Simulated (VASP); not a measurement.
# Si (Fd-3m) in VASP: a series of runs

Runs on Si. Level: PBEsol. Tasks: single point.

Everything below comes from runs of VASP 6.6.1. Logs are shortened: lines on timing, memory, paths and dates and some standing lists are left out, and cuts for length are marked.

### Step 1. The cell of the first run

The structure is cubic, space group Fd-3m (No. 227). Conventional cell: a = 5.208 Å, b = 5.208 Å, c = 5.208 Å, α = 90.00°, β = 90.00°, γ = 90.00°. Si (site symmetry -43m) has 4 Si at 2.25 Å within 3.0 Å.

### Step 2. Single point, PBEsol (17.65 Å³/atom)

INCAR reads:

```
SYSTEM = Si
ALGO     = Normal         ! electronic algorithm
EDIFF    = 1E-7           ! SCF threshold, eV
ENCUT    = 520            ! plane-wave cutoff, eV
GGA      = PS             ! functional
ISIF     = 2              ! what is computed and relaxed
ISMEAR   = 0              ! smearing method
LASPH    = .TRUE.         ! aspherical terms in the spheres
LCHARG   = .FALSE.        ! write CHGCAR
LREAL    = .FALSE.        ! projectors in reciprocal space
LWAVE    = .FALSE.        ! write WAVECAR
NBANDS   = 11             ! bands
NELM     = 100            ! most SCF steps
PREC     = Accurate       ! precision mode
SIGMA    = 0.05           ! smearing width, eV
```

KPOINTS reads:

```
k-points
0
G
  14 14 14
  0 0 0
```

POSCAR reads:

```
Si
1.0
    0.0000000000      2.6038235889      2.6038235889
    2.6038235889      0.0000000000      2.6038235889
    2.6038235889      2.6038235889      0.0000000000
Si
2
Direct
    0.7500000000      0.7500000000      0.7500000000
    0.5000000000      0.5000000000      0.5000000000
```

Potentials or basis: VASP PAW PBE potentials, release 64 (Si).

Run with:

```console
> cat potpaw_PBE.64/Si/POTCAR > POTCAR
> mpirun -np 1 vasp_std > vasp.out
```

OUTCAR:

```text
SYSTEM = Si
   EDIFF = 1E-7
   ENCUT = 520
   GGA = PS
   ISIF = 2
   ISMEAR = 0
   LASPH = .TRUE.
   LREAL = .FALSE.
   NELM = 100
   PREC = Accurate

 ion  position               nearest neighbor table
   1  0.750  0.750  0.750-   2 2.25   2 2.25   2 2.25   2 2.25
   2  0.500  0.500  0.500-   1 2.25   1 2.25   1 2.25   1 2.25

  LATTYP: Found a face centered cubic cell.
 ALAT       =     5.2076471778

  Lattice vectors:

 A1 = (   0.0000000000,   2.6038235889,   2.6038235889)
 A2 = (   2.6038235889,   0.0000000000,   2.6038235889)
 A3 = (   2.6038235889,   2.6038235889,   0.0000000000)

Analysis of symmetry for initial positions (statically):
=====================================================================
 Subroutine PRICEL returns:
 Original cell was already a primitive cell.

 Routine SETGRP: Setting up the symmetry group for a
 face centered cubic supercell.

 Subroutine GETGRP returns: Found 48 space group operations
 (whereof 24 operations were pure point group operations)
 out of a pool of 48 trial point group operations.

The static configuration has the point symmetry T_d .
 The point group associated with its full space group is O_h .

Analysis of symmetry for dynamics (positions and initial velocities):
=====================================================================
 Subroutine PRICEL returns:
 Original cell was already a primitive cell.

 Routine SETGRP: Setting up the symmetry group for a
 face centered cubic supercell.

 Subroutine GETGRP returns: Found 48 space group operations
 (whereof 24 operations were pure point group operations)
 out of a pool of 48 trial point group operations.

The dynamic configuration has the point symmetry T_d .
 The point group associated with its full space group is O_h .

 Subroutine INISYM returns: Found 48 space group operations
 (whereof 24 operations are pure point group operations),
 and found     1 'primitive' translations

----------------------------------------------------------------------------------------

                                     Primitive cell

  volume of cell :      35.3073

  direct lattice vectors                    reciprocal lattice vectors
     0.000000000  2.603823589  2.603823589    -0.192025298  0.192025298  0.192025298
     2.603823589  0.000000000  2.603823589     0.192025298 -0.192025298  0.192025298
     2.603823589  2.603823589  0.000000000     0.192025298  0.192025298 -0.192025298

  length of vectors
     3.682362633  3.682362633  3.682362633     0.332597572  0.332597572  0.332597572

  position of ions in fractional coordinates (direct lattice)
     0.750000000  0.750000000  0.750000000
     0.500000000  0.500000000  0.500000000

  ion indices of the primitive-cell ions
   primitive index   ion index
                 1           1
                 2           2

----------------------------------------------------------------------------------------

 KPOINTS: k-points

Automatic generation of k-mesh.
 Grid dimensions read from file:
 generate k-points for:   14   14   14

 Generating k-lattice:

  Cartesian coordinates                     Fractional coordinates (reciprocal lattice)
    -0.013716093  0.013716093  0.013716093     0.071428571  0.000000000  0.000000000
     0.013716093 -0.013716093  0.013716093     0.000000000  0.071428571  0.000000000
     0.013716093  0.013716093 -0.013716093     0.000000000  0.000000000  0.071428571

  Length of vectors
     0.023756969  0.023756969  0.023756969

  Shift w.r.t. Gamma in fractional coordinates (k-lattice)
     0.000000000  0.000000000  0.000000000

 Subroutine IBZKPT returns following result:
 ===========================================

 Found    104 irreducible k-points:

 Following reciprocal coordinates:
            Coordinates               Weight
  0.000000  0.000000  0.000000      1.000000
  0.071429  0.000000  0.000000      8.000000
  0.142857  0.000000  0.000000      8.000000
  0.214286  0.000000  0.000000      8.000000
  0.285714  0.000000  0.000000      8.000000
  0.357143  0.000000  0.000000      8.000000
[... 16 lines left out ...]
  0.214286  0.142857  0.000000     24.000000
  0.285714  0.142857  0.000000     24.000000
 [... further k-points ...]
   k-points           NKPTS =    104   k-points in BZ     NKDIM =    104   number of bands    NBANDS=     11
   number of dos      NEDOS =    301   number of ions     NIONS =      2
   total plane-waves  NPLWV =  21952
   dimension x,y,z NGX =    28 NGY =   28 NGZ =   28
   dimension x,y,z NGXF=    56 NGYF=   56 NGZF=   56
   ions per type =               2
   NGX,Y,Z   is equivalent  to a cutoff of  12.64, 12.64, 12.64 a.u.
   NGXF,Y,Z  is equivalent  to a cutoff of  25.28, 25.28, 25.28 a.u.
 SYSTEM =  Si
   PREC   = accura    normal or accurate (medium, high low for compatibility)
   ISTART =      0    job   : 0-new  1-cont  2-samecut
   ICHARG =      2    charge: 1-file 2-atom 10-const
   ISPIN  =      1    spin polarized calculation?
[... 57 lines left out ...]
 fundamental gap:      0.2013131540
 Fermi energy:         7.2368507483

 k-point     1 :       0.0000    0.0000    0.0000
  band No.  band energies     occupation
      1      -5.7678      2.00000
      2       7.1401      1.99379
      3       7.1401      1.99379
      4       7.1401      1.99379
      5       9.6972      0.00000
      6       9.6972      0.00000
      7       9.6972      0.00000
      8      11.9578      0.00000
      9      14.8837      0.00000
     10      14.8837      0.00000
     11      15.3903      0.00000

 k-point     2 :       0.0714    0.0000    0.0000
  band No.  band energies     occupation
      1      -5.6932      2.00000
      2       6.4498      2.00000
      3       7.0140      2.00000
      4       7.0140      2.00000
      5       9.8618      0.00000
      6       9.8816      0.00000
      7       9.8816      0.00000
      8      12.3431      0.00000
      9      14.6413      0.00000
     10      14.6413      0.00000
     11      15.7132      0.00000

 k-point     3 :       0.1429    0.0000    0.0000
  band No.  band energies     occupation
      1      -5.4705      2.00000
      2       5.0965      2.00000
      3       6.7322      2.00000
      4       6.7322      2.00000
      5       9.8448      0.00000
      6      10.2874      0.00000
      7      10.2874      0.00000
      8      13.3481      0.00000
      9      14.2385      0.00000
     10      14.2385      0.00000
     11      16.4312      0.00000

 k-point     4 :       0.2143    0.0000    0.0000
  band No.  band energies     occupation
      1      -5.1049      2.00000
      2       3.6339      2.00000
      3       6.4286      2.00000
      4       6.4286      2.00000
      5       9.6340      0.00000
      6      10.6203      0.00000
      7      10.6203      0.00000
      8      14.1486      0.00000
      9      14.1486      0.00000
     10      14.5094      0.00000
     11      16.5306      0.00000

 k-point     5 :       0.2857    0.0000    0.0000
  band No.  band energies     occupation
      1      -4.6077      2.00000
      2       2.2256      2.00000
      3       6.1695      2.00000
      4       6.1695      2.00000
      5       9.3996      0.00000
      6      10.6720      0.00000
      7      10.6720      0.00000
      8      14.6370      0.00000
      9      14.6370      0.00000
     10      15.2380      0.00000
     11      16.6154      0.00000
[... 211 lines left out ...]
 k-point    21 :      -0.0714    0.0714    0.0000
  band No.  band energies     occupation
      1      -5.5691      2.00000
      2       5.8421      2.00000
      3       6.3500      2.00000
      4       7.0577      2.00000
      5       9.8971      0.00000
      6      10.0731      0.00000
      7      10.2755      0.00000
      8      12.8516      0.00000
      9      14.0450      0.00000
     10      14.7461      0.00000
     11      16.1989      0.00000

 k-point    22 :       0.1429    0.1429    0.0000
  band No.  band energies     occupation
      1      -5.3704      2.00000
      2       5.6031      2.00000
      3       6.0096      2.00000
      4       6.0096      2.00000
      5       8.9078      0.00000
      6      11.3043      0.00000
      7      11.3043      0.00000
      8      12.0933      0.00000
      9      14.2478      0.00000
     10      15.3148      0.00000
     11      16.9267      0.00000

 k-point    23 :       0.2143    0.1429    0.0000
  band No.  band energies     occupation
      1      -5.1000      2.00000
      2       4.5139      2.00000
      3       5.6660      2.00000
      4       5.7941      2.00000
      5       8.8868      0.00000
      6      11.4817      0.00000
      7      11.7258      0.00000
      8      11.8522      0.00000
      9      15.1431      0.00000
     10      15.4415      0.00000
     11      17.6631      0.00000

 k-point    24 :       0.2857    0.1429    0.0000
  band No.  band energies     occupation
      1      -4.6899      2.00000
      2       3.1894      2.00000
      3       5.4092      2.00000
      4       5.4449      2.00000
      5       9.1299      0.00000
      6      11.4502      0.00000
      7      11.6021      0.00000
      8      12.1033      0.00000
      9      15.7689      0.00000
     10      16.3988      0.00000
     11      17.7393      0.00000

 [... further k-points ...]
[... 5 lines left out ...]
  --------------------------------------------------------------------------------------
  -------------------------------------------------------------------------------------
  Total        3.4723970      3.4723970      3.4723970      0.0000000      0.0000000     -0.0000000
  in kB      157.5706380    157.5706380    157.5706380      0.0000000      0.0000000     -0.0000000
  external PRESSURE =     157.5706380 kB  Pullay stress =       0.0000000 kB

 VOLUME and BASIS-vectors are now :
 -----------------------------------------------------------------------------
  energy-cutoff  :      520.00
  volume of cell :       35.31
      direct lattice vectors                 reciprocal lattice vectors
     0.000000000  2.603823589  2.603823589    -0.192025298  0.192025298  0.192025298
     2.603823589  0.000000000  2.603823589     0.192025298 -0.192025298  0.192025298
     2.603823589  2.603823589  0.000000000     0.192025298  0.192025298 -0.192025298

 POSITION                                       TOTAL-FORCE (eV/Angst)
 -----------------------------------------------------------------------------------
      3.90574      3.90574      3.90574         0.000000      0.000000      0.000000
      2.60382      2.60382      2.60382        -0.000000     -0.000000     -0.000000
 -----------------------------------------------------------------------------------
    total drift:                                0.000000      0.000000     -0.000000

  FREE ENERGIE OF THE ION-ELECTRON SYSTEM (eV)
  ---------------------------------------------------
  free  energy   TOTEN  =       -11.2798183809 eV

  energy  without entropy=      -11.2798168732  energy(sigma->0) =      -11.27981763
```

It took 18 s on 1 thread of Intel Xeon Platinum 8488C (Sapphire Rapids), shared host; peak memory 0.16 GiB.

Results:

```
Free energy            : -11.2798 eV
Pressure               : 15.8 GPa
Band gap on the k mesh : 0.20 eV (least direct gap 2.56 eV)
```

Levels at points of the mesh, in eV from the valence-band top:
| k point | band 1 | band 2 | band 3 | band 4 | band 5 | band 6 | band 7 | band 8 |
| --- | --- | --- | --- | --- | --- | --- | --- | --- |
| (0.00, 0.00, 0.00) | -12.91 | 0.00 | 0.00 | 0.00 | 2.56 | 2.56 | 2.56 | 4.82 |
| (0.50, 0.00, 0.00) | -10.22 | -7.66 | -1.31 | -1.31 | 1.91 | 3.19 | 3.19 | 7.66 |
| (0.50, 0.50, 0.00) | -8.27 | -8.27 | -3.22 | -3.22 | 0.31 | 0.31 | 11.17 | 11.17 |

Caveat: the cell stands under pressure; the PAW data sets were made with another functional, which shifts forces and pressure a little. A k mesh can miss the band edges.

### Step 3. Single point, PBEsol (12.84 Å³/atom)

This run uses another cell than the first one, of 12.84 Å³/atom.

INCAR reads:

```
ALGO = Normal
EDIFF = 1E-7
ENCUT = 520
GGA = PS
ISIF = 2
ISMEAR = 0
LASPH = True
LCHARG = False
LREAL = False
LWAVE = False
NBANDS = 11
NELM = 100
PREC = Accurate
SIGMA = 0.05
```

KPOINTS reads:

```
k-points
0
Gamma
  16 16 16
```

POSCAR reads:

```
Si
1.0
    0.0000000000      2.3415889378      2.3415889378
    2.3415889378      0.0000000000      2.3415889378
    2.3415889378      2.3415889378      0.0000000000
Si
2
Direct
    0.7500000000      0.7500000000      0.7500000000
    0.5000000000      0.5000000000      0.5000000000
```

Potentials or basis: VASP PAW PBE potentials, release 64 (Si).

Run with:

```console
> cat potpaw_PBE.64/Si/POTCAR > POTCAR
> mpirun -np 1 vasp_std > vasp.out
```

Wall time 22 s (1 thread of Intel Xeon Platinum 8488C (Sapphire Rapids), shared host); peak memory 0.17 GiB.

The run converged. Its results:

```yaml
Free_energy: -8.3059 eV
Pressure: 101.2 GPa
Band_gap_on_the_k_mesh: zero (bands 4 and 5 overlap by 0.67 eV)
```

Levels at points of the mesh, in eV from the Fermi level:
```tsv
k point	band 1	band 2	band 3	band 4	band 5	band 6	band 7	band 8
(0.00, 0.00, 0.00)	-15.31	0.38	0.38	0.38	2.94	2.94	2.94	8.12
(0.50, 0.00, 0.00)	-11.56	-9.38	-1.19	-1.19	3.08	3.08	3.41	8.31
(0.50, 0.50, 0.00)	-9.29	-9.29	-3.83	-3.83	-0.27	-0.27	12.79	12.79
```

Caveat: the cell stands under pressure; semilocal functionals underestimate gaps, so a narrow gap can read as zero; the PAW data sets were made with another functional, which shifts forces and pressure a little.

### Step 4. Single point, PBEsol (18.46 Å³/atom)

This run uses another cell than the first one, of 18.46 Å³/atom.

INCAR reads:

```
  PREC = Accurate
  ENCUT = 520
  EDIFF = 1E-6
  ISMEAR = 0
  SIGMA = 0.05
  LREAL = F
  LASPH = T
  NELM = 100
  ALGO = Normal
  ISIF = 2
  LWAVE = F
  LCHARG = F
  GGA = PS
  NBANDS = 11
```

KPOINTS reads:

```
Automatic mesh
0
Gamma
  14 14 14
```

POSCAR reads:

```
Si
1.0
    0.0000000000      2.6426923580      2.6426923580
    2.6426923580      0.0000000000      2.6426923580
    2.6426923580      2.6426923580      0.0000000000
Si
2
Direct
    0.7500000000      0.7500000000      0.7500000000
    0.5000000000      0.5000000000      0.5000000000
```

Run with:

```console
> cat potpaw_PBE.64/Si/POTCAR > POTCAR
> mpirun -np 1 vasp_std > vasp.out
```

Wall time 16 s (1 thread of Intel Xeon Platinum 8488C (Sapphire Rapids), shared host); peak memory 0.16 GiB.

It converged, with:

```yaml
Free_energy: -11.4048 eV
Pressure: 9.4 GPa
Band_gap_on_the_k_mesh: 0.30 eV (least direct gap 2.55 eV)
```

Levels at points of the mesh, in eV from the valence-band top:
| k point | band 1 | band 2 | band 3 | band 4 | band 5 | band 6 | band 7 | band 8 | band 9 |
| --- | --- | --- | --- | --- | --- | --- | --- | --- | --- |
| (0.00, 0.00, 0.00) | -12.57 | 0.00 | 0.00 | 0.00 | 2.55 | 2.55 | 2.55 | 4.28 | 7.73 |
| (0.50, 0.00, 0.00) | -10.01 | -7.42 | -1.27 | -1.27 | 1.75 | 3.22 | 3.22 | 7.61 | 10.72 |
| (0.50, 0.50, 0.00) | -8.11 | -8.11 | -3.09 | -3.09 | 0.42 | 0.42 | 10.77 | 10.77 | 11.20 |

Caveat: the cell stands under pressure; the PAW data sets were made with another functional, which shifts forces and pressure a little. A k mesh can miss the band edges.

### Step 5. Single point, PBEsol (13.64 Å³/atom)

This run uses another cell than the first one, of 13.64 Å³/atom.

INCAR reads:

```
SYSTEM = Si
PREC     = Accurate       ! precision mode
ENCUT    = 520            ! plane-wave cutoff, eV
EDIFF    = 1E-6           ! SCF threshold, eV
ISMEAR   = 0              ! smearing method
SIGMA    = 0.05           ! smearing width, eV
LREAL    = .FALSE.        ! projectors in reciprocal space
LASPH    = .TRUE.         ! aspherical terms in the spheres
NELM     = 80             ! most SCF steps
ALGO     = Normal         ! electronic algorithm
ISIF     = 2              ! what is computed and relaxed
LWAVE    = .FALSE.        ! write WAVECAR
LCHARG   = .FALSE.        ! write CHGCAR
GGA      = PS             ! functional
NBANDS   = 11             ! bands
```

KPOINTS reads:

```
Automatic mesh
0
G
  16 16 16
  0 0 0
```

POSCAR reads:

```
Si
1.0
    0.0000000000      2.3893896086      2.3893896086
    2.3893896086      0.0000000000      2.3893896086
    2.3893896086      2.3893896086      0.0000000000
Si
2
Direct
    0.7500000000      0.7500000000      0.7500000000
    0.5000000000      0.5000000000      0.5000000000
```

Run with:

```console
> cat potpaw_PBE.64/Si/POTCAR > POTCAR
> mpirun -np 1 vasp_std > vasp.out
```

Run time: 20 s. Hardware: 1 thread of Intel Xeon Platinum 8488C (Sapphire Rapids), shared host; peak memory 0.17 GiB.

The run converged. Its results:

```
Free energy            : -9.2002 eV
Pressure               : 78.2 GPa
Band gap on the k mesh : zero (bands 4 and 5 overlap by 0.48 eV)
```

Levels at points of the mesh, in eV from the Fermi level:
```
           k point  band 1  band 2  band 3  band 4  band 5  band 6  band 7  band 8  band 9
(0.00, 0.00, 0.00)  -14.85    0.26    0.26    0.26    2.83    2.83    2.83    8.01    8.01
(0.50, 0.00, 0.00)  -11.33   -9.05   -1.27   -1.27    3.08    3.08    3.08    8.14   11.74
(0.50, 0.50, 0.00)   -9.12   -9.12   -3.75   -3.75   -0.18   -0.18   12.46   12.46   13.90
```

Caveat: the cell stands under pressure; semilocal functionals underestimate gaps, so a narrow gap can read as zero; the PAW data sets were made with another functional, which shifts forces and pressure a little.

### Step 6. Summary

| cell | k mesh | gap on the mesh (eV) | pressure (GPa) |
| --- | --- | --- | --- |
| a = 3.682 Å, angles 60.0°, 2 atoms | 14 × 14 × 14 | 0.20 | 15.8 |
| a = 3.312 Å, angles 60.0°, 2 atoms | 16 × 16 × 16 | none | 101.2 |
| a = 3.737 Å, angles 60.0°, 2 atoms | 14 × 14 × 14 | 0.30 | 9.4 |
| a = 3.379 Å, angles 60.0°, 2 atoms | 16 × 16 × 16 | none | 78.2 |

Alike in all rows: task single point; level PBEsol; potentials or basis VASP PAW PBE potentials, release 64 (Si); no spin polarisation; cutoff (eV) 520; smearing gaussian 0.05 eV.

Caveats: the cell stands under pressure; the PAW data sets were made with another functional, which shifts forces and pressure a little; semilocal functionals underestimate gaps, so a narrow gap can read as zero (at least some runs).

Absolute energies hang on the potentials; compare differences alone.
